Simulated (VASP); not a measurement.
# HfO2 (Fm-3m) in VASP: notebook, part 2 of 2

VASP 6.6.1. Earlier steps stand in the parts before.

## Step 3: Vibrations by perturbation theory, LDA

This run uses another cell than the first one, of 10.21 Å³/atom, 1.031 times its volume.

The input, INCAR:

```
SYSTEM = HfO2
  PREC = Accurate
  ENCUT = 520
  EDIFF = 1E-8
  ISMEAR = 0
  SIGMA = 0.01
  LREAL = .FALSE.
  LASPH = .TRUE.
  NELM = 60
  ALGO = Normal
  ISIF = 2
  LWAVE = .FALSE.
  LCHARG = .FALSE.
  NBANDS = 18
  IBRION = 8
  NSW = 1
  LEPSILON = .TRUE.
```

The input, KPOINTS:

```
regular mesh
0
G
  8 8 8
  0 0 0
```

The input, POSCAR:

```
HfO2
1.0
    0.0000000000      2.4836045420      2.4836045420
    2.4836045420      0.0000000000      2.4836045420
    2.4836045420      2.4836045420      0.0000000000
Hf O
1 2
Direct
    0.0000000000      0.0000000000      0.0000000000
    0.2500000000      0.2500000000      0.2500000000
    0.7500000000      0.7500000000      0.7500000000
```

Potentials or basis: VASP PAW LDA potentials, release 64 (Hf_pv, O).

Command:

```bash
cat potpaw_LDA.64/Hf_pv/POTCAR potpaw_LDA.64/O/POTCAR > POTCAR
mpirun -np 1 vasp_std > vasp.out
```

OUTCAR:

```text
SYSTEM = HfO2
   PREC = Accurate
   ENCUT = 520
   EDIFF = 1E-8
   ISMEAR = 0
   LREAL = .FALSE.
   LASPH = .TRUE.
   NELM = 60
   ISIF = 2
   IBRION = 8
   NSW = 1
   LEPSILON = .TRUE.

 ion  position               nearest neighbor table
   1  0.000  0.000  0.000-   3 2.15   3 2.15   3 2.15   2 2.15   3 2.15   2 2.15   2 2.15   2 2.15

   2  0.250  0.250  0.250-   1 2.15   1 2.15   1 2.15   1 2.15
   3  0.750  0.750  0.750-   1 2.15   1 2.15   1 2.15   1 2.15

  LATTYP: Found a face centered cubic cell.
 ALAT       =     4.9672090840

  Lattice vectors:

 A1 = (   0.0000000000,   2.4836045420,   2.4836045420)
 A2 = (   2.4836045420,   0.0000000000,   2.4836045420)
 A3 = (   2.4836045420,   2.4836045420,   0.0000000000)

Analysis of symmetry for initial positions (statically):
=====================================================================
 Subroutine PRICEL returns:
 Original cell was already a primitive cell.

 Routine SETGRP: Setting up the symmetry group for a
 face centered cubic supercell.

 Subroutine GETGRP returns: Found 48 space group operations
 (whereof 48 operations were pure point group operations)
 out of a pool of 48 trial point group operations.

The static configuration has the point symmetry O_h .

Analysis of symmetry for dynamics (positions and initial velocities):
=====================================================================
 Subroutine PRICEL returns:
 Original cell was already a primitive cell.

 Routine SETGRP: Setting up the symmetry group for a
[... 779 lines left out ...]
    2     0.00000     5.55866     0.00000
    3     0.00000     0.00000     5.55866
 ion    2
    1    -2.77933     0.00000     0.00000
    2     0.00000    -2.77933     0.00000
    3     0.00000     0.00000    -2.77933
 ion    3
    1    -2.77933     0.00000     0.00000
    2     0.00000    -2.77933     0.00000
    3     0.00000     0.00000    -2.77933

 INTERNAL STRAIN TENSOR FOR ION    3 for displacements in x,y,z  (eV/Angst):
          X           Y           Z          XY          YZ          ZX
  --------------------------------------------------------------------------------
  x    -0.00000    -0.00000    -0.00000     0.00000     9.42317     0.00000
  y     0.00000     0.00000     0.00000     0.00000     0.00000     9.42317
  z    -0.00000    -0.00000     0.00000     9.42317     0.00000     0.00000

 SECOND DERIVATIVES (NOT SYMMETRIZED)
 ------------------------------------
               1X          1Y          1Z          2X          2Y          2Z          3X          3Y          3Z
  1X    -7.235708    0.000000    0.000000    3.617854    0.000000    0.000000    3.617854    0.000000    0.000000
  1Y     0.000000   -7.235708    0.000000    0.000000    3.617854    0.000000    0.000000    3.617854    0.000000
  1Z     0.000000    0.000000   -7.235708    0.000000    0.000000    3.617854    0.000000    0.000000    3.617854
  2X     3.628047    0.000000   -0.000000  -12.915242    0.000000    0.000000    9.287195    0.000000    0.000000
  2Y     0.000000    3.628047    0.000000    0.000000  -12.915242    0.000000    0.000000    9.287195    0.000000
  2Z    -0.000000    0.000000    3.628047    0.000000    0.000000  -12.915242    0.000000    0.000000    9.287195
  3X     3.628047    0.000000   -0.000000    9.287195    0.000000    0.000000  -12.915242    0.000000    0.000000
  3Y     0.000000    3.628047    0.000000    0.000000    9.287195    0.000000    0.000000  -12.915242    0.000000
  3Z    -0.000000    0.000000    3.628047    0.000000    0.000000    9.287195    0.000000    0.000000  -12.915242

 Eigenvectors and eigenvalues of the dynamical matrix
 ----------------------------------------------------

   1 f  =   18.415820 THz   115.710009 2PiTHz  614.285629 cm-1    76.161677 meV
             X         Y         Z           dx          dy          dz
      0.000000  0.000000  0.000000     0.000000   -0.000000    0.000000
      1.241802  1.241802  1.241802     0.062382   -0.704350    0.000000
      3.725407  3.725407  3.725407    -0.062382    0.704350    0.000000
[... 43 lines left out ...]
   9 f/i=    0.004078 THz     0.025625 2PiTHz    0.136041 cm-1     0.016867 meV
             X         Y         Z           dx          dy          dz
      0.000000  0.000000  0.000000     0.020897    0.001145   -0.920814
      1.241802  1.241802  1.241802     0.006248    0.000342   -0.275305
      3.725407  3.725407  3.725407     0.006248    0.000342   -0.275305

--------------------------------------------------------------------------------------------------------

 MACROSCOPIC STATIC DIELECTRIC TENSOR IONIC CONTRIBUTION
 ------------------------------------------------------
          25.196459    -0.000000    -0.000000
          -0.000000    25.196459    -0.000000
          -0.000000     0.000000    25.196459
 ------------------------------------------------------

 ELASTIC MODULI CONTR FROM IONIC RELAXATION (kBar)
 Direction    XX          YY          ZZ          XY          YZ          ZX
 --------------------------------------------------------------------------------
 XX          -0.0000     -0.0000     -0.0000      0.0000      0.0000     -0.0000
 YY          -0.0000     -0.0000     -0.0000      0.0000      0.0000     -0.0000
 ZZ          -0.0000     -0.0000     -0.0000     -0.0000      0.0000     -0.0000
 XY           0.0000      0.0000     -0.0000   -418.2699     -0.0000      0.0000
 YZ           0.0000      0.0000      0.0000     -0.0000   -418.2699      0.0000
 ZX          -0.0000     -0.0000     -0.0000      0.0000      0.0000   -418.2699
 --------------------------------------------------------------------------------

 PIEZOELECTRIC TENSOR IONIC CONTR  for field in x, y, z        (C/m^2)
          XX          YY          ZZ          XY          YZ          ZX
  --------------------------------------------------------------------------------
  x    -0.00000    -0.00000    -0.00000     0.00000     0.00000    -0.00000
  y    -0.00000    -0.00000    -0.00000     0.00000    -0.00000    -0.00000
  z    -0.00000    -0.00000     0.00000     0.00000     0.00000     0.00000
```

It took 3.9 min on 1 thread of Intel Xeon Platinum 8488C (Sapphire Rapids), shared host; peak memory 0.31 GiB.

Results:

| Property | Result |
| --- | --- |
| Electronic dielectric tensor (diagonal) | 5.33 |
| Born charges (mean of the diagonal) | Hf +5.56; O -2.78 e |
| Highest phonon frequency at Γ, LO-TO splitting left out | 614 cm⁻¹ |

Phonon frequencies in cm⁻¹ (negative: imaginary):
```
              q point                    frequencies
(0.000, 0.000, 0.000)  0 0 0 270 270 270 614 614 614
```

Electronic dielectric tensor:
```
5.33 0.00 0.00
0.00 5.33 0.00
0.00 0.00 5.33
```

Born effective charge tensors (e):
atom 1, Hf
```
5.56 0.00 0.00
0.00 5.56 0.00
0.00 0.00 5.56
```
atom 2, O
```
-2.78  0.00  0.00
 0.00 -2.78  0.00
 0.00  0.00 -2.78
```
atom 3, O
```
-2.78  0.00  0.00
 0.00 -2.78  0.00
 0.00  0.00 -2.78
```

Caveat: the cell wasn't relaxed at this level first, which shifts response properties; spin-orbit coupling is left out, which moves the levels of the heavy elements.

## Step 4: Elastic constants, LDA

This run uses another cell than the first one, of 10.25 Å³/atom, 1.034 times its volume.

The input, INCAR:

```
PREC = Accurate
ENCUT = 600
EDIFF = 1E-8
ISMEAR = 0
SIGMA = 0.01
LREAL = F
LASPH = T
NELM = 100
ALGO = Normal
ISIF = 3
LWAVE = F
LCHARG = F
GGA = CA
NBANDS = 18
IBRION = 6
NFREE = 2
POTIM = 0.015
NSW = 1
```

The input, KPOINTS:

```
Automatic mesh
0
Gamma
  8 8 8
```

The input, POSCAR:

```
HfO2
1.0
    0.0000000000      2.4863104125      2.4863104125
    2.4863104125      0.0000000000      2.4863104125
    2.4863104125      2.4863104125      0.0000000000
Hf O
1 2
Direct
    0.0000000000      0.0000000000      0.0000000000
    0.2500000000      0.2500000000      0.2500000000
    0.7500000000      0.7500000000      0.7500000000
```

Potentials or basis: VASP PAW LDA potentials, release 64 (Hf_pv, O).

Command:

```bash
cat potpaw_LDA.64/Hf_pv/POTCAR potpaw_LDA.64/O/POTCAR > POTCAR
mpirun -np 1 vasp_std > vasp.out
```

OUTCAR:

```text
PREC = Accurate
   ENCUT = 600
   EDIFF = 1E-8
   ISMEAR = 0
   LREAL = F
   LASPH = T
   NELM = 100
   ISIF = 3
   GGA = CA
   IBRION = 6
   NFREE = 2
   POTIM = 0.015
   NSW = 1

 ion  position               nearest neighbor table
   1  0.000  0.000  0.000-   3 2.15   3 2.15   3 2.15   2 2.15   3 2.15   2 2.15   2 2.15   2 2.15

   2  0.250  0.250  0.250-   1 2.15   1 2.15   1 2.15   1 2.15
[... 965 lines left out ...]
      3.729466  3.729466  3.729466    -0.026969   -0.706592    0.000000
[... 43 lines left out ...]
   9 f/i=    0.000741 THz     0.004654 2PiTHz    0.024706 cm-1     0.003063 meV
             X         Y         Z           dx          dy          dz
      0.000000  0.000000  0.000000    -0.130951    0.132490    0.901779
      1.243155  1.243155  1.243155    -0.039217    0.039678    0.270063
      3.729466  3.729466  3.729466    -0.039217    0.039678    0.270063

--------------------------------------------------------------------------------------------------------

 ELASTIC MODULI CONTR FROM IONIC RELAXATION (kBar)
 Direction    XX          YY          ZZ          XY          YZ          ZX
 --------------------------------------------------------------------------------
 XX          -0.0000      0.0000     -0.0000      0.0000      0.0000      0.0000
 YY           0.0000     -0.0000     -0.0000      0.0000     -0.0000     -0.0000
 ZZ          -0.0000     -0.0000     -0.0000     -0.0000     -0.0000      0.0000
 XY           0.0000      0.0000     -0.0000   -404.6273     -0.0000     -0.0000
 YZ           0.0000     -0.0000     -0.0000     -0.0000   -404.6273      0.0000
 ZX           0.0000     -0.0000      0.0000     -0.0000      0.0000   -404.6273
 --------------------------------------------------------------------------------

 TOTAL ELASTIC MODULI (kBar)
 Direction    XX          YY          ZZ          XY          YZ          ZX
 --------------------------------------------------------------------------------
 XX        6311.4328   1245.2029   1245.2029      0.0000      0.0000      0.0000
 YY        1245.2029   6311.4328   1245.2029      0.0000     -0.0000     -0.0000
 ZZ        1245.2029   1245.2029   6311.4328     -0.0000     -0.0000      0.0000
 XY           0.0000      0.0000     -0.0000    795.3136     -0.0000     -0.0000
 YZ           0.0000     -0.0000     -0.0000     -0.0000    795.3136      0.0000
 ZX           0.0000     -0.0000      0.0000     -0.0000      0.0000    795.3136
 --------------------------------------------------------------------------------
```

OSZICAR:

```text
N       E                     dE             d eps       ncg     rms          rms(c)
DAV:   1     0.981938523517E+02    0.98194E+02   -0.13750E+04  1044   0.136E+03
DAV:   2    -0.344374555111E+02   -0.13263E+03   -0.12872E+03  1292   0.310E+02
[... 218 lines left out ...]
DAV:   3    -0.330746634708E+02    0.75344E-03   -0.27216E-03  4098   0.445E-01    0.885E-02
DAV:   4    -0.330746733834E+02   -0.99126E-05   -0.35152E-04  3700   0.136E-01    0.566E-02
DAV:   5    -0.330746695676E+02    0.38158E-05   -0.66934E-06  4478   0.231E-02    0.174E-02
DAV:   6    -0.330746686546E+02    0.91301E-06   -0.26734E-06  3724   0.140E-02    0.429E-03
DAV:   7    -0.330746686694E+02   -0.14845E-07   -0.32823E-07  3738   0.420E-03    0.999E-04
DAV:   8    -0.330746686681E+02    0.13556E-08   -0.99443E-09  2708   0.879E-04
  17 F= -.33074669E+02 E0= -.33074669E+02  d E =-.474545E-23
```

It took 5.6 min on 1 thread of Intel Xeon 6975P-C (Granite Rapids), shared host; peak memory 0.31 GiB.

Results:

| Item | Value |
| --- | --- |
| Elastic constants C11, C12, C44 | 631, 125, 80 GPa |
| Voigt bulk modulus | 293 GPa |
| Highest phonon frequency at Γ, LO-TO splitting left out | 611 cm⁻¹ |

Phonon frequencies in cm⁻¹ (negative: imaginary):
```
              q point                    frequencies
(0.000, 0.000, 0.000)  0 0 0 265 265 265 611 611 611
```

Elastic tensor in Voigt notation (GPa, in the Cartesian axes of the cell as first typed):
```
631 125 125   0   0   0
125 631 125   0   0   0
125 125 631   0   0   0
  0   0   0  80   0   0
  0   0   0   0  80   0
  0   0   0   0   0  80
```

Clamped-ion elastic tensor (GPa):
```
631 125 125   0   0   0
125 631 125   0   0   0
125 125 631   0   0   0
  0   0   0 120   0   0
  0   0   0   0 120   0
  0   0   0   0   0 120
```

Caveat: the cell is under stress, which shifts elastic constants; spin-orbit coupling is left out, which moves the levels of the heavy elements.
